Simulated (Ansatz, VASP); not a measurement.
ZnS in VASP and in Ansatz

```xyz
4
Lattice="3.8067 0.0000 0.0000 -1.9034 3.2967 0.0000 0.0000 0.0000 6.2457" Properties=species:S:1:pos:R:3 pbc="T T T"
Zn    0.0002    2.1982    0.0337
Zn    1.9031    1.0985    3.1570
S    -0.0002    2.1975    2.3707
S     1.9036    1.0992    5.4935
```

Change from the starting cell: atom 3 moved 0.06 Å; relaxed back.

Alike in both runs: functional r2SCAN; k mesh 6 × 6 × 4; occupations gaussian, width 0.05 eV; no spin polarisation.

Ansatz relaxed the structure, and its values are those at the end. VASP's run is a single point on that final structure, the one shown.

```csv
,VASP,Ansatz
version,VASP 6.6.1,Ansatz 0.2.0
potentials or method,"VASP PAW PBE potentials, release 64 (Zn, S), cutoff 520 eV","scalar-relativistic, plane waves, PAW"
valence electrons in the cell,36,36
```

VASP gave:

```
gap on the k mesh at the Fermi level (eV) : 2.78
least direct gap on the mesh (eV)         : 2.78
pressure (GPa)                            : 0.1
```

**Question.** Estimate Ansatz's values.

**Answer.** gap on the k mesh at the Fermi level (eV): 2.78; least direct gap on the mesh (eV): 2.78; pressure (GPa): 0.0.

VASP's potentials were made for PBE, not for r2SCAN. Ansatz's warnings: stress scf threshold loose.
